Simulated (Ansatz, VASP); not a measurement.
**Two plane-wave programs on InP**

```xyz
2
Lattice="0.0000 2.9499 2.9499 2.9499 0.0000 2.9499 2.9499 2.9499 0.0000" Properties=species:S:1:pos:R:3 pbc="T T T"
In    0.0000    0.0000    0.0000
P     1.4750    1.4750    1.4750
```

Alike in both runs: task single point; functional PBE; k mesh 10 × 10 × 10; occupations gaussian, width 0.02 eV; no spin polarisation.

|  | VASP | Ansatz |
| --- | --- | --- |
| version | VASP 6.6.1 | Ansatz 0.2.0 |
| potentials or method | VASP PAW PBE potentials, release 64 (In_d, P), cutoff 520 eV | scalar-relativistic, plane waves, PAW |
| valence electrons in the cell | 18 | 18 |

Ansatz gave:

| Item | Value |
| --- | --- |
| gap on the k mesh at the Fermi level (eV) | 0.61 |
| least direct gap on the mesh (eV) | 0.61 |
| pressure (GPa) | 1.9 |

Task: Estimate VASP's values.

Result: gap on the k mesh at the Fermi level (eV): 0.60; least direct gap on the mesh (eV): 0.60; pressure (GPa): 1.9.

With one functional, cell and mesh, what is left measures potentials, basis and numerics.
